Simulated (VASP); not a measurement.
# Be16H in VASP: single point with LDA

Aim: the single point of Be16H with LDA.

Everything below comes from runs of VASP 6.6.1. Logs are shortened: lines on timing, memory, paths and dates and some standing lists are left out, and cuts for length are marked.

## Step 1: The cell of the first run

The cell holds a slab with vacuum, 17 atoms: a = 4.580 Å, b = 4.580 Å, c = 16.383 Å, α = 90.00°, β = 90.00°, γ = 60.00°.

## Step 2: Single point, LDA

INCAR

```
PREC = Accurate ; ENCUT = 520
EDIFF = 1E-7 ; ISMEAR = 0
SIGMA = 0.15 ; LREAL = Auto
LASPH = True ; NELM = 80
ALGO = Normal ; ISIF = 2
LWAVE = False ; LCHARG = False
NBANDS = 30
```

KPOINTS

```
Automatic mesh
0
Gamma
  5 5 1
```

POSCAR

```
Be16H
1.0
    4.5800000000      0.0000000000      0.0000000000
    2.2900000000      3.9663960000      0.0000000000
    0.0000000000      0.0000000000     16.3826450000
Be H
16 1
Direct
   -0.1666667000      0.3333333000      0.0610402000
    0.3333333000      0.3333333000      0.0610402000
   -0.1666667000      0.8333333000      0.0610402000
    0.3333333000      0.8333333000      0.0610402000
   -0.0015273085      0.0030257590      0.1711371642
    0.5000239791     -0.0000116513      0.1702810389
   -0.0014993883      0.4984684934      0.1711354441
    0.5030635780      0.4984378355      0.1711388725
   -0.1666894105      0.3333280469      0.2778074999
    0.3352113636      0.3295969648      0.2806911972
   -0.1703586795      0.8351726850      0.2806878999
    0.3351813512      0.8351564595      0.2806917904
    0.0022535702     -0.0045036489      0.3910049404
    0.5000200342      0.0000083191      0.3861420970
    0.0022502750      0.5022104690      0.3909989366
    0.4955136889      0.5022369284      0.3910095424
    0.8333359247      0.3333341056      0.4406571157
```

Potentials or basis: VASP PAW LDA potentials, release 64 (Be, H).

On the command line:

```
cat potpaw_LDA.64/Be/POTCAR potpaw_LDA.64/H/POTCAR > POTCAR
mpirun -np 1 vasp_std > vasp.out
```

OUTCAR:

```text
PREC = Accurate
   ENCUT = 520
   EDIFF = 1E-7
   ISMEAR = 0
   LREAL = Auto
   LASPH = True
   NELM = 80
   ISIF = 2

 ion  position               nearest neighbor table
   1  0.833  0.333  0.061-   8 2.23   7 2.23   5 2.23   3 2.29   3 2.29   4 2.29   4 2.29   2 2.29
                             2 2.29
   2  0.333  0.333  0.061-   6 2.23   7 2.24   8 2.24   4 2.29   3 2.29   4 2.29   3 2.29   1 2.29
                             1 2.29
   3  0.833  0.833  0.061-   6 2.23   5 2.24   7 2.24   1 2.29   1 2.29   2 2.29   2 2.29   4 2.29
                             4 2.29
   4  0.333  0.833  0.061-   6 2.23   5 2.24   8 2.24   2 2.29   1 2.29   2 2.29   1 2.29   3 2.29
                             3 2.29
   5  0.998  0.003  0.171-   9 2.18   1 2.23  11 2.24  12 2.24   3 2.24   4 2.24   8 2.27   7 2.27
                             6 2.29   6 2.29   7 2.31   8 2.31
   6  0.500  1.000  0.170-   3 2.23   2 2.23   4 2.23  11 2.23  10 2.23  12 2.23   5 2.29   8 2.29
                             7 2.29   7 2.29   8 2.29   5 2.29
   7  0.999  0.498  0.171-   9 2.18   1 2.23  11 2.24  10 2.24   2 2.24   3 2.24   8 2.27   5 2.27
                             6 2.29   6 2.29   5 2.31   8 2.31
   8  0.503  0.498  0.171-   9 2.18   1 2.23  10 2.24  12 2.24   2 2.24   4 2.24   5 2.27   7 2.27
                             6 2.29   6 2.29   7 2.31   5 2.31
   9  0.833  0.333  0.278-   8 2.18   5 2.18   7 2.18  15 2.29  16 2.29  13 2.29  10 2.29  12 2.29
                            11 2.29  11 2.29  12 2.29  10 2.29
  10  0.335  0.330  0.281-  14 2.17   6 2.23   8 2.24   7 2.24  15 2.24  16 2.24  11 2.26  12 2.26
                             9 2.29   9 2.29  12 2.32  11 2.32
  11  0.830  0.835  0.281-  14 2.17   6 2.23   5 2.24   7 2.24  15 2.24  13 2.24  10 2.26  12 2.26
                             9 2.29   9 2.29  12 2.32  10 2.32
  12  0.335  0.835  0.281-  14 2.17   6 2.23   5 2.24   8 2.24  13 2.24  16 2.24  10 2.26  11 2.26
                             9 2.29   9 2.29  11 2.32  10 2.32
  13  0.002  0.995  0.391-  17 1.57  12 2.24  11 2.24  16 2.26  15 2.26   9 2.29  14 2.29  14 2.29
                            15 2.32  16 2.32
  14  0.500  0.000  0.386-  10 2.17  11 2.17  12 2.17  16 2.29  13 2.29  15 2.29  15 2.29  13 2.29
                            16 2.29
  15  0.002  0.502  0.391-  17 1.57  10 2.24  11 2.24  16 2.26  13 2.26   9 2.29  14 2.29  14 2.29
                            13 2.32  16 2.32
  16  0.496  0.502  0.391-  17 1.57  12 2.24  10 2.24  13 2.26  15 2.26   9 2.29  14 2.29  14 2.29
                            15 2.32  13 2.32
  17  0.833  0.333  0.441-  15 1.57  16 1.57  13 1.57

  LATTYP: Found a hexagonal cell.
 ALAT       =     4.5799996975
 C/A-ratio  =     3.5769969612

  Lattice vectors:

 A1 = (  -2.2900000000,  -3.9663960000,   0.0000000000)
 A2 = (   4.5800000000,   0.0000000000,   0.0000000000)
 A3 = (   0.0000000000,   0.0000000000,  16.3826450000)

Analysis of symmetry for initial positions (statically):
=====================================================================
 Subroutine PRICEL returns:
 Original cell was already a primitive cell.

 Routine SETGRP: Setting up the symmetry group for a
 hexagonal supercell.

 Subroutine GETGRP returns: Found  1 space group operations
 (whereof  1 operations were pure point group operations)
 out of a pool of 24 trial point group operations.

The static configuration has the point symmetry C_1 .

Analysis of symmetry for dynamics (positions and initial velocities):
=====================================================================
 Subroutine PRICEL returns:
 Original cell was already a primitive cell.

 Routine SETGRP: Setting up the symmetry group for a
 hexagonal supercell.

 Subroutine GETGRP returns: Found  1 space group operations
 (whereof  1 operations were pure point group operations)
 out of a pool of 24 trial point group operations.

The dynamic configuration has the point symmetry C_1 .

 Subroutine INISYM returns: Found  1 space group operations
 (whereof  1 operations are pure point group operations),
 and found     1 'primitive' translations

----------------------------------------------------------------------------------------

                                     Primitive cell

  volume of cell :     297.6087

  direct lattice vectors                    reciprocal lattice vectors
     4.580000000  0.000000000  0.000000000     0.218340611 -0.126059022  0.000000000
[... 57 lines left out ...]
     0.000000000  0.050423609  0.000000000     0.000000000  0.200000000  0.000000000
     0.000000000  0.000000000  0.061040204     0.000000000  0.000000000  1.000000000

  Length of vectors
     0.050423605  0.050423609  0.061040204

  Shift w.r.t. Gamma in fractional coordinates (k-lattice)
     0.000000000  0.000000000  0.000000000

 Subroutine IBZKPT returns following result:
 ===========================================

 Found     13 irreducible k-points:

 Following reciprocal coordinates:
            Coordinates               Weight
  0.000000  0.000000  0.000000      1.000000
  0.200000  0.000000  0.000000      2.000000
  0.200000  0.200000  0.000000      2.000000
  0.000000  0.200000  0.000000      2.000000
  0.400000  0.000000  0.000000      2.000000
  0.400000  0.400000  0.000000      2.000000
  0.000000  0.400000  0.000000      2.000000
  0.400000  0.200000  0.000000      2.000000
  0.200000  0.400000  0.000000      2.000000
 -0.200000  0.200000  0.000000      2.000000
 -0.400000  0.200000  0.000000      2.000000
  0.400000 -0.400000  0.000000      2.000000
 -0.200000  0.400000  0.000000      2.000000
   k-points           NKPTS =     13   k-points in BZ     NKDIM =     13   number of bands    NBANDS=     30
   number of dos      NEDOS =    301   number of ions     NIONS =     17
   total plane-waves  NPLWV = 163296
   dimension x,y,z NGX =    36 NGY =   36 NGZ =  126
   dimension x,y,z NGXF=    72 NGYF=   72 NGZF=  252
   ions per type =              16   1
   NGX,Y,Z   is equivalent  to a cutoff of  13.07, 13.07, 12.79 a.u.
   NGXF,Y,Z  is equivalent  to a cutoff of  26.13, 26.13, 25.57 a.u.
 SYSTEM =  unknown system
   PREC   = accura    normal or accurate (medium, high low for compatibility)
   ISTART =      0    job   : 0-new  1-cont  2-samecut
   ICHARG =      2    charge: 1-file 2-atom 10-const
   ISPIN  =      1    spin polarized calculation?
   LNONCOLLINEAR =      F non collinear calculations
   LSORBIT =      F    spin-orbit coupling
   LASPH  =      T    aspherical Exc in radial PAW
   ENCUT  =  520.0 eV  38.22 Ry    6.18 a.u.   8.52  8.52 30.46*2*pi/ulx,y,z
   NELM   =     80;   NELMIN=  2; NELMDL= -5     # of ELM steps
   EDIFF  = 0.1E-06   stopping-criterion for ELM
   LREAL  =      T    real-space projection
   EDIFFG = 0.1E-05   stopping-criterion for IOM
   NSW    =      0    number of steps for IOM
   IBRION =     -1    ionic relax: 0-MD 1-quasi-New 2-CG
   NFREE  =      0    steps in history (QN), initial steepest desc. (CG)
   ISIF   =      2    stress and relaxation
   ISYM   =      2    0-nonsym 1-usesym 2-fastsym
   POTIM  = 0.5000    time-step for ionic-motion
   TEBEG  =    0.0;   TEEND  =   0.0 temperature during run
   PSTRESS=    0.0 pullay stress
   NELECT =      33.0000    total number of electrons
   NUPDOWN=      -1.0000    fix difference up-down
   EMIN   =  10.00;   EMAX   =-10.00  energy-range for DOS
   EFERMI =   0.00;   METHOD = LEGACY
   ISMEAR =     0;   SIGMA  =   0.15  broadening in eV -4-tet -1-fermi 0-gaus
   EFERMI_NEDOS =   21; number of points for ismear=-14 and -15
   IALGO  =     38    algorithm
   IMIX   =      4    mixing-type and parameters
     AMIX     =   0.40;   BMIX     =  1.00
     AMIX_MAG =   1.60;   BMIX_MAG =  1.00
  volume/ion in A,a.u.               =      17.51       118.14
  Fermi-wavevector in a.u.,A,eV,Ry     =   0.786498  1.486266  8.416280  0.618579
  Thomas-Fermi vector in A             =   1.891049
   LORBIT       =      0    0 simple, 1 ext, 2 COOP (PROOUT), +10 PAW based schemes
   GGA     = CA    functional components
   LHFCALC =     F    Hartree Fock is set to
   AEXX    =    0.0000 exact exchange contribution
   IVDW    =     0    specifies the selected vdW correction
   LEPSILON=     F    determine dielectric tensor
   LRPA    =     F    only Hartree local field effects (RPA)
 non-spin polarized calculation
 Gauss-broadening in eV      SIGMA  =   0.15
  energy-cutoff  :      520.00
  volume of cell :      297.61
 maximum number of plane-waves:      8057
 NGX is ok and might be reduce to    36
   NGX = 17   NGY = 17   NGZ = 61

 number of electron      33.0000000 magnetization

 Free energy of the ion-electron system (eV)
  ---------------------------------------------------
  ext. energy  EPLUGINS =         0.00000000
  ---------------------------------------------------
  free energy    TOTEN  =       -66.49432063 eV

  energy without entropy =      -66.44941229  energy(sigma->0) =      -66.47186646

 E-fermi :  -0.0369     XC(G=0):  -5.8958

 val. band max:       -0.1190385464   @ k =   0.4000  -0.4000   0.0000
 cond. band min:       0.0794910447   @ k =   0.4000   0.4000   0.0000
 fundamental gap:      0.1985295911
 Fermi energy:        -0.0368991159

 k-point     1 :       0.0000    0.0000    0.0000
  band No.  band energies     occupation
      1     -10.2994      2.00000
      2      -9.1096      2.00000
      3      -7.3755      2.00000
      4      -5.5858      2.00000
      5      -4.1497      2.00000
      6      -4.1493      2.00000
[... 392 lines left out ...]
     27       5.3389      0.00000
     28       5.9745      0.00000
 [bands above 28 left out]

------------------------ aborting loop because EDIFF is reached ----------------------------------------

  FORCE on cell =-STRESS in cart. coord.  units (eV):
  Direction    XX          YY          ZZ          XY          YZ          ZX
  --------------------------------------------------------------------------------------
  -------------------------------------------------------------------------------------
  Total      -13.9372078    -13.9377731      0.2121056     -0.0009837      0.0002908     -0.0003517
  in kB      -75.0310094    -75.0340525      1.1418712     -0.0052955      0.0015654     -0.0018933
  external PRESSURE =     -49.6410635 kB  Pullay stress =       0.0000000 kB

 VOLUME and BASIS-vectors are now :
 -----------------------------------------------------------------------------
  energy-cutoff  :      520.00
  volume of cell :      297.61
      direct lattice vectors                 reciprocal lattice vectors
     4.580000000  0.000000000  0.000000000     0.218340611 -0.126059022  0.000000000
     2.290000000  3.966396000  0.000000000     0.000000000  0.252118044  0.000000000
     0.000000000  0.000000000 16.382645000     0.000000000  0.000000000  0.061040204

 POSITION                                       TOTAL-FORCE (eV/Angst)
 -----------------------------------------------------------------------------------
      4.58000      1.32213      1.00000        -0.000087     -0.000169      0.074238
      2.29000      1.32213      1.00000         0.000203     -0.007617     -0.038527
      5.72500      3.30533      1.00000        -0.006417      0.003674     -0.038581
      3.43500      3.30533      1.00000         0.006443      0.003459     -0.038409
      4.57993      0.01200      2.80368         0.000715      0.000835      0.001755
      4.58008      3.96635      2.78965        -0.000706     -0.000249     -0.007712
[... 9 lines left out ...]
      3.41958      1.99207      6.40577        -0.001559      0.000798      0.006065
      4.58001      1.32214      7.21913        -0.000033     -0.000318      0.004903
 -----------------------------------------------------------------------------------
    total drift:                               -0.000021      0.000075      0.000633

  FREE ENERGIE OF THE ION-ELECTRON SYSTEM (eV)
  ---------------------------------------------------
  free  energy   TOTEN  =       -66.4943206305 eV

  energy  without entropy=      -66.4494122876  energy(sigma->0) =      -66.47186646
```

Run time: 3.3 min. Hardware: 1 thread of Intel Xeon Platinum 8375C at 2.90GHz (Ice Lake), shared host; peak memory 0.33 GiB.

What came out:

```yaml
Free_energy: -66.4943 eV
Largest_force: 0.074 eV/Å
```

Forces in eV/Å, atoms in the order of the input:
```
Be   0.000  0.000  0.074
Be   0.000 -0.008 -0.039
Be  -0.006  0.004 -0.039
Be   0.006  0.003 -0.038
Be   0.001  0.001  0.002
Be  -0.001  0.000 -0.008
Be  -0.001 -0.001  0.002
Be   0.001  0.001  0.001
Be   0.001  0.000  0.004
Be   0.000  0.004 -0.001
Be   0.003 -0.002  0.000
Be  -0.002 -0.001  0.000
Be   0.000 -0.002  0.007
Be  -0.001 -0.001  0.016
Be   0.002  0.002  0.007
Be  -0.002  0.001  0.006
H    0.000  0.000  0.005
```
